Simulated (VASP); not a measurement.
Crystal: CoSi.

```
Co Si
1.0
     4.43800    0.00000    0.00000
     0.00000    4.43800    0.00000
     0.00000    0.00000    4.43800
Co Si
4 4
Direct
  0.14000 0.14000 0.14000
  0.36000 0.86000 0.64000
  0.64000 0.36000 0.86000
  0.86000 0.64000 0.36000
  0.84300 0.84300 0.84300
  0.65700 0.15700 0.34300
  0.34300 0.65700 0.15700
  0.15700 0.34300 0.65700
```

```yaml
Program: VASP 6.6.1
Task: relaxation of cell and atoms
Functional: PBE
Potentials_or_basis: VASP PAW PBE potentials, release 64 (Co, Si)
Cutoff: 600 eV
k_mesh: 8 × 8 × 8
Occupations: gaussian, width 0.1 eV
Spin: no spin polarisation
```

At the start: pressure -0.4 GPa; volume 10.93 Å³/atom.

Task: Where does the relaxation end?

Result: Over 7 steps the energy falls by 2.8 meV/atom and the volume is 10.86 Å³/atom (-0.6 %); space group P2_13 (No. 198, to 0.1 Å) before and after.

The path:
| step | energy change (eV) | largest force (eV/Å) | pressure (GPa) | volume (Å³) |
| --- | --- | --- | --- | --- |
| 1 | 0.0000 | 0.2713 | -0.42 | 87.41 |
| 2 | -0.0123 | 0.1874 | 0.18 | 87.05 |
| 3 | -0.0190 | 0.0841 | 1.22 | 86.51 |
| 4 | -0.0178 | 0.0776 | -1.57 | 87.51 |
| 5 | -0.0217 | 0.0591 | -0.06 | 86.95 |
| 6 | -0.0222 | 0.0154 | 0.02 | 86.91 |
| 7 | -0.0222 | 0.0028 | 0.01 | 86.90 |

Final structure:
```yaml
crystal:
  lattice:
    - [4.42939, 0.00000, 0.00000]
    - [0.00000, 4.42939, 0.00000]
    - [0.00000, 0.00000, 4.42939]
  atoms:
    - { symbol: Co, position: [0.14512, 0.14512, 0.14512] }
    - { symbol: Co, position: [0.35488, 0.85488, 0.64512] }
    - { symbol: Co, position: [0.64512, 0.35488, 0.85488] }
    - { symbol: Co, position: [0.85488, 0.64512, 0.35488] }
    - { symbol: Si, position: [0.84319, 0.84319, 0.84319] }
    - { symbol: Si, position: [0.65681, 0.15681, 0.34319] }
    - { symbol: Si, position: [0.34319, 0.65681, 0.15681] }
    - { symbol: Si, position: [0.15681, 0.34319, 0.65681] }
```
